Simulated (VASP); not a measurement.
Set up this calculation in VASP 6.6.1, as the native input.

```
Task                   : single point
Functional             : LDA
Potentials or basis    : VASP PAW LDA potentials, release 64 (Ta_sv_GW, N)
Cutoff                 : 700 eV
k mesh                 : 16 × 16 × 16
Occupations            : gaussian, width 0.1 eV
Spin                   : no spin polarisation
Dipole correction      : no
Further INCAR settings : ALGO = Normal; EDIFF = 1e-06; NBANDS = 16
```

The structure of TaN lies in POSCAR:

```
TaN
1.0
    0.0000000000      2.2086347780      2.2086347780
    2.2086347780      0.0000000000      2.2086347780
    2.2086347780      2.2086347780      0.0000000000
Ta N
1 1
Direct
    0.5000000000      0.5000000000      0.5000000000
    0.0000000000      0.0000000000      0.0000000000
```

The input as run:

INCAR

```
SYSTEM = TaN
PREC = Accurate
ENCUT = 700
EDIFF = 1E-6
ISMEAR = 0
SIGMA = 0.1
LREAL = .False.
LASPH = .True.
NELM = 120
ALGO = Normal
ISIF = 2
LWAVE = .False.
LCHARG = .False.
NBANDS = 16
GGA_COMPAT = .False.
```

KPOINTS

```
regular mesh
0
Gamma
  16 16 16
  0 0 0
```

Potentials or basis: VASP PAW LDA potentials, release 64 (Ta_sv_GW, N).

The run is started by

```sh
$ cat potpaw_LDA.64/Ta_sv_GW/POTCAR potpaw_LDA.64/N/POTCAR > POTCAR
$ mpirun -np 1 vasp_std > vasp.out
```

Results of the run:

```
Pressure               : -15.1 GPa
Band gap on the k mesh : zero (bands 9 and 10 overlap by 3.93 eV)
```

Caveat: the cell stands under tension; spin-orbit coupling is left out, which moves the levels of the heavy elements.

Wall time 76 s on 1 thread of Intel(R) Xeon(R) Platinum 8375C CPU @ 2.90GHz (Ice Lake) (shared host), peak memory 0.21 GiB.
